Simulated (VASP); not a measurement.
Ca: single point with PBEsol

Ca:

```xyz
1
Lattice="0.0000 2.7942 2.7942 2.6685 0.0000 2.7942 2.6685 2.7942 0.0000" Properties=species:S:1:pos:R:3 pbc="T T T"
Ca    0.0000    0.0000    0.0000
```

This cell differs from its parent crystal: strain -0.0450 x Voigt [1, 0, 0, 0, 0, 0].

```json
{
  "Program": "VASP 6.6.1",
  "Task": "single point",
  "Functional": "PBEsol",
  "Potentials or basis": "VASP PAW PBE potentials, release 64 (Ca_sv)",
  "Cutoff": "520 eV",
  "k mesh": "14 × 14 × 14",
  "Occupations": "gaussian, width 0.15 eV",
  "Spin": "no spin polarisation"
}
```

| Property | Result |
| --- | --- |
| Pressure | -0.5 GPa |
| Band gap on the k mesh | zero (band 5 reaches 2.10 eV, above the bottom of band 6 at 1.80 eV) |

Stress tensor (GPa, compression positive):
```
-0.27  0.00  0.00
 0.00 -0.54  0.00
 0.00  0.00 -0.54
```

Levels at points of the mesh, in eV from the Fermi level:
```csv
k point,band 1,band 2,band 3,band 4,band 5,band 6,band 7,band 8,band 9,band 10
"(0.00, 0.00, 0.00)",-41.81,-22.80,-22.80,-22.80,-4.05,2.28,2.28,2.49,3.30,3.56
"(0.50, 0.00, 0.00)",-41.80,-22.95,-22.83,-22.82,-1.00,-0.14,2.10,2.37,4.08,4.20
"(0.50, 0.50, 0.00)",-41.79,-22.94,-22.86,-22.85,-0.52,0.60,0.84,4.12,4.24,4.40
"(0.00, 0.50, 0.50)",-41.79,-22.94,-22.86,-22.86,-0.38,0.49,1.30,4.13,4.33,4.33
```

It took 42 s on 1 thread of Intel(R) Xeon(R) 6975P-C (Granite Rapids) (shared host), peak memory 0.25 GiB.

Caveat: the cell differs from its parent crystal (strain -0.0450 x Voigt [1, 0, 0, 0, 0, 0]); the PAW data sets were made with another functional, which shifts forces and pressure a little.
